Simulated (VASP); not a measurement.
Here is a VASP 6.6.1 calculation.

INCAR

```
SYSTEM = ZnSe
  PREC = Accurate
  ENCUT = 520
  EDIFF = 1E-6
  ISMEAR = -1
  SIGMA = 0.02
  LREAL = .FALSE.
  LASPH = .TRUE.
  NELM = 100
  ALGO = Normal
  ISIF = 2
  LWAVE = .FALSE.
  LCHARG = .TRUE.
  GGA = PE
  IVDW = 12
  LELF = .TRUE.
  LVHAR = .TRUE.
  NBANDS = 16
```

File KPOINTS:

```
Automatic mesh
0
G
  6 6 6
  0 0 0
```

The input POSCAR:

```
ZnSe
1.0
    0.0000000000      2.7865700000      2.9306750934
    2.7865700000      0.0000000000      2.9306750934
    2.7865700000      2.7865700000      0.0000000000
Zn Se
1 1
Direct
    0.0000000000      0.0000000000      0.0000000000
    0.2500000000      0.2500000000      0.2500000000
```

Potentials or basis: VASP PAW PBE potentials, release 64 (Zn, Se).

Run with:

```bash
$ cat potpaw_PBE.64/Zn/POTCAR potpaw_PBE.64/Se/POTCAR > POTCAR
$ mpirun -np 1 vasp_std > vasp.out
```

Q: Predict the pressure.

A: -0.2 GPa.

Q: Predict the band gap on the k mesh.

A: 1.21 eV, direct.

Stress tensor (GPa, compression positive):
```
 0.43  0.00  0.00
 0.00  0.43  0.00
 0.00  0.00 -1.45
```

Caveat: three body term missing. As with any semilocal functional, this PBE gap is likely too small.
